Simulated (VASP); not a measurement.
Set up this calculation in VASP 6.6.1, as the native input.

```yaml
Task: single point
Functional: PBE
Potentials_or_basis: VASP PAW PBE potentials, release 64 (Pt)
Cutoff: 520 eV
k_mesh: 20 × 20 × 20
Occupations: gaussian, width 0.15 eV
Spin: no spin polarisation
Dipole_correction: no
Further_INCAR_settings: ALGO = Normal; EDIFF = 1e-07; NBANDS = 11
```

The structure of Pt lies in POSCAR:

```
Pt
1.0
   -0.2977447067      1.7963930639      1.7963930639
    1.7963930639     -0.2977447067      1.7963930639
    1.7963930639      1.7963930639     -0.2977447067
Pt
1
Direct
    0.0000000000      0.0000000000      0.0000000000
```

These files were run (other wordings do the same):

INCAR

```
SYSTEM = Pt
ALGO     = Normal         ! electronic algorithm
EDIFF    = 1E-7           ! SCF threshold, eV
ENCUT    = 520            ! plane-wave cutoff, eV
GGA      = PE             ! functional
ISIF     = 2              ! what is computed and relaxed
ISMEAR   = 0              ! smearing method
LASPH    = .TRUE.         ! aspherical terms in the spheres
LCHARG   = .TRUE.         ! write CHGCAR
LELF     = .TRUE.         ! ELF
LREAL    = .FALSE.        ! projectors in reciprocal space
LVHAR    = .TRUE.       
LWAVE    = .FALSE.        ! write WAVECAR
NBANDS   = 11             ! bands
NELM     = 80             ! most SCF steps
PREC     = Accurate       ! precision mode
SIGMA    = 0.15           ! smearing width, eV
```

KPOINTS

```
k-points
0
G
  20 20 20
  0 0 0
```

Potentials or basis: VASP PAW PBE potentials, release 64 (Pt).

Run with:

```sh
$ cat potpaw_PBE.64/Pt/POTCAR > POTCAR
$ mpirun -np 1 vasp_std > vasp.out
```

Results of the run:

```
Pressure               : 40.9 GPa
Band gap on the k mesh : zero (band 5 reaches 13.66 eV, above the bottom of band 6 at 9.61 eV)
```

Caveat: spin-orbit coupling is left out, which moves the levels of the heavy elements.

Run time: 38 s on 1 thread of Intel(R) Xeon(R) 6975P-C (Granite Rapids) (shared host), peak memory 0.23 GiB.
